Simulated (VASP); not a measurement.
# GaN (F-43m) in VASP: single point with slater exchange, lda correlation

Aim: the single point of GaN with slater exchange, lda correlation.

All numbers are computed with VASP 6.6.1; they aren't measurements. Logs are shortened: lines on timing, memory, paths and dates and some standing lists are left out, and cuts for length are marked.

## (1) The cell of the first run

The structure is cubic, space group F-43m (No. 216). Conventional cell: a = 4.507 Å, b = 4.507 Å, c = 4.507 Å, α = 90.00°, β = 90.00°, γ = 90.00°. Within 2.6 Å of Ga (site symmetry -43m) lie 4 N at 1.95 Å. N (site symmetry -43m) has 4 Ga at 1.95 Å within 2.6 Å.

## (2) Single point, slater exchange, lda correlation

Contents of INCAR:

```
SYSTEM = GaN
ALGO     = Normal         ! electronic algorithm
EDIFF    = 1E-6           ! SCF threshold, eV
ENCUT    = 600            ! plane-wave cutoff, eV
GGA      = LIBXC          ! functional
GGA_COMPAT= .FALSE.      
ISIF     = 2              ! what is computed and relaxed
ISMEAR   = 0              ! smearing method
LASPH    = .TRUE.         ! aspherical terms in the spheres
LCHARG   = .FALSE.        ! write CHGCAR
LIBXC1   = LDA_X        
LIBXC2   = LDA_C_PW     
LREAL    = .FALSE.        ! projectors in reciprocal space
LWAVE    = .FALSE.        ! write WAVECAR
NBANDS   = 16             ! bands
NELM     = 120            ! most SCF steps
PREC     = Accurate       ! precision mode
SIGMA    = 0.01           ! smearing width, eV
```

Contents of KPOINTS:

```
k-points
0
G
  8 8 8
  0 0 0
```

Contents of POSCAR:

```
GaN
1.0
    3.1869310000      0.0000000000      0.0000000000
    1.5934655000      2.7599632061      0.0000000000
    1.5934655000      0.9199877354      2.6021182652
Ga N
1 1
Direct
    0.0000000000      0.0000000000      0.0000000000
    0.7500000000      0.7500000000      0.7500000000
```

Potentials or basis: VASP PAW PBE potentials, release 64 (Ga_d, N).

The run is started by

```
cat potpaw_PBE.64/Ga_d/POTCAR potpaw_PBE.64/N/POTCAR > POTCAR
mpirun -np 1 vasp_std > vasp.out
```

OUTCAR:

```text
SYSTEM = GaN
   EDIFF = 1E-6
   ENCUT = 600
   GGA = LIBXC
   ISIF = 2
   ISMEAR = 0
   LASPH = .TRUE.
   LREAL = .FALSE.
   NELM = 120
   PREC = Accurate

 ion  position               nearest neighbor table
   1  0.000  0.000  0.000-   2 1.95   2 1.95   2 1.95   2 1.95
   2  0.750  0.750  0.750-   1 1.95   1 1.95   1 1.95   1 1.95

  LATTYP: Found a face centered cubic cell.
 ALAT       =     4.5070010425

  Lattice vectors:

 A1 = (   3.1869310000,   0.0000000000,   0.0000000000)
 A2 = (   1.5934655000,   2.7599632061,   0.0000000000)
 A3 = (   1.5934655000,   0.9199877354,   2.6021182652)

Analysis of symmetry for initial positions (statically):
=====================================================================
 Subroutine PRICEL returns:
 Original cell was already a primitive cell.

 Routine SETGRP: Setting up the symmetry group for a
 face centered cubic supercell.

 Subroutine GETGRP returns: Found 24 space group operations
 (whereof 24 operations were pure point group operations)
 out of a pool of 48 trial point group operations.

The static configuration has the point symmetry T_d .

Analysis of symmetry for dynamics (positions and initial velocities):
=====================================================================
 Subroutine PRICEL returns:
 Original cell was already a primitive cell.

 Routine SETGRP: Setting up the symmetry group for a
 face centered cubic supercell.

 Subroutine GETGRP returns: Found 24 space group operations
 (whereof 24 operations were pure point group operations)
 out of a pool of 48 trial point group operations.

The dynamic configuration has the point symmetry T_d .

 Subroutine INISYM returns: Found 24 space group operations
 (whereof 24 operations are pure point group operations),
 and found     1 'primitive' translations

----------------------------------------------------------------------------------------

                                     Primitive cell

  volume of cell :      22.8877

  direct lattice vectors                    reciprocal lattice vectors
     3.186931000  0.000000000  0.000000000     0.313781503 -0.181161835 -0.128100762
     1.593465500  2.759963206  0.000000000     0.000000000  0.362323671 -0.128100762
     1.593465500  0.919987735  2.602118265     0.000000000  0.000000000  0.384302287

  length of vectors
     3.186931000  3.186931000  3.186931000     0.384302287  0.384302287  0.384302287

  position of ions in fractional coordinates (direct lattice)
     0.000000000  0.000000000  0.000000000
     0.750000000  0.750000000  0.750000000

  ion indices of the primitive-cell ions
   primitive index   ion index
[... 77 lines left out ...]
   NSW    =      0    number of steps for IOM
   IBRION =     -1    ionic relax: 0-MD 1-quasi-New 2-CG
   NFREE  =      0    steps in history (QN), initial steepest desc. (CG)
   ISIF   =      2    stress and relaxation
   ISYM   =      2    0-nonsym 1-usesym 2-fastsym
   POTIM  = 0.5000    time-step for ionic-motion
   TEBEG  =    0.0;   TEEND  =   0.0 temperature during run
   PSTRESS=    0.0 pullay stress
   NELECT =      18.0000    total number of electrons
   NUPDOWN=      -1.0000    fix difference up-down
   EMIN   =  10.00;   EMAX   =-10.00  energy-range for DOS
   EFERMI =   0.00;   METHOD = LEGACY
   ISMEAR =     0;   SIGMA  =   0.01  broadening in eV -4-tet -1-fermi 0-gaus
   EFERMI_NEDOS =   21; number of points for ismear=-14 and -15
   IALGO  =     38    algorithm
   IMIX   =      4    mixing-type and parameters
     AMIX     =   0.40;   BMIX     =  1.00
     AMIX_MAG =   1.60;   BMIX_MAG =  1.00
  volume/ion in A,a.u.               =      11.44        77.23
  Fermi-wavevector in a.u.,A,eV,Ry     =   1.511117  2.855596 31.068545  2.283474
  Thomas-Fermi vector in A             =   2.621217
   LORBIT       =      0    0 simple, 1 ext, 2 COOP (PROOUT), +10 PAW based schemes
   GGA     = LIBXC    functional components
   LHFCALC =     F    Hartree Fock is set to
   AEXX    =    0.0000 exact exchange contribution
   IVDW    =     0    specifies the selected vdW correction
   LEPSILON=     F    determine dielectric tensor
   LRPA    =     F    only Hartree local field effects (RPA)
 non-spin polarized calculation
 Gauss-broadening in eV      SIGMA  =   0.01
  energy-cutoff  :      600.00
  volume of cell :       22.89
 maximum number of plane-waves:       778
 NGX is ok and might be reduce to    28
   NGX = 13   NGY = 13   NGZ = 13

 number of electron      18.0000005 magnetization

 Free energy of the ion-electron system (eV)
  ---------------------------------------------------
  ext. energy  EPLUGINS =         0.00000000
  ---------------------------------------------------
  free energy    TOTEN  =       -13.98356787 eV

  energy without entropy =      -13.98356787  energy(sigma->0) =      -13.98356787

 E-fermi :   5.0511     XC(G=0): -12.1135

 val. band max:        4.9272770167   @ k =   0.0000   0.0000   0.0000
 cond. band min:       6.6547259986   @ k =   0.0000   0.0000   0.0000
 fundamental gap:      1.7274489819
 Fermi energy:         5.0511131111

 k-point     1 :       0.0000    0.0000    0.0000
  band No.  band energies     occupation
      1     -10.8902      2.00000
      2      -8.5449      2.00000
      3      -8.5449      2.00000
      4      -8.5449      2.00000
      5      -8.2233      2.00000
      6      -8.2233      2.00000
[... 433 lines left out ...]
      3      -8.3777      2.00000
      4      -8.2441      2.00000
      5      -8.1899      2.00000
      6      -6.5474      2.00000
[... 8 lines left out ...]
     15      23.5736      0.00000
     16      25.8264      0.00000

 [... further k-points ...]

------------------------ aborting loop because EDIFF is reached ----------------------------------------

  FORCE on cell =-STRESS in cart. coord.  units (eV):
  Direction    XX          YY          ZZ          XY          YZ          ZX
  --------------------------------------------------------------------------------------
  -------------------------------------------------------------------------------------
  Total       -0.9372558     -0.9372558     -0.9372558      0.0000000     -0.0000000     -0.0000000
  in kB      -65.6093492    -65.6093492    -65.6093492      0.0000000     -0.0000000     -0.0000000
  external PRESSURE =     -65.6093492 kB  Pullay stress =       0.0000000 kB

 VOLUME and BASIS-vectors are now :
 -----------------------------------------------------------------------------
  energy-cutoff  :      600.00
  volume of cell :       22.89
      direct lattice vectors                 reciprocal lattice vectors
     3.186931000  0.000000000  0.000000000     0.313781503 -0.181161835 -0.128100762
     1.593465500  2.759963206  0.000000000     0.000000000  0.362323671 -0.128100762
     1.593465500  0.919987735  2.602118265     0.000000000  0.000000000  0.384302287

 POSITION                                       TOTAL-FORCE (eV/Angst)
 -----------------------------------------------------------------------------------
      0.00000      0.00000      0.00000        -0.000000     -0.000000     -0.000000
      4.78040      2.75996      1.95159         0.000000      0.000000      0.000000
 -----------------------------------------------------------------------------------
    total drift:                               -0.000000     -0.000000      0.000000

  FREE ENERGIE OF THE ION-ELECTRON SYSTEM (eV)
  ---------------------------------------------------
  free  energy   TOTEN  =       -13.9835678666 eV

  energy  without entropy=      -13.9835678666  energy(sigma->0) =      -13.98356787
```

Wall time 9.7 s (1 thread of AMD EPYC 9R45 (Zen 5), shared host); peak memory 0.13 GiB.

What came out:

```yaml
Free_energy: -13.9836 eV
Pressure: -6.6 GPa
Band_gap_on_the_k_mesh: 1.73 eV
```

Caveat: the cell stands under tension; the PAW data sets were made with another functional, which shifts forces and pressure a little.
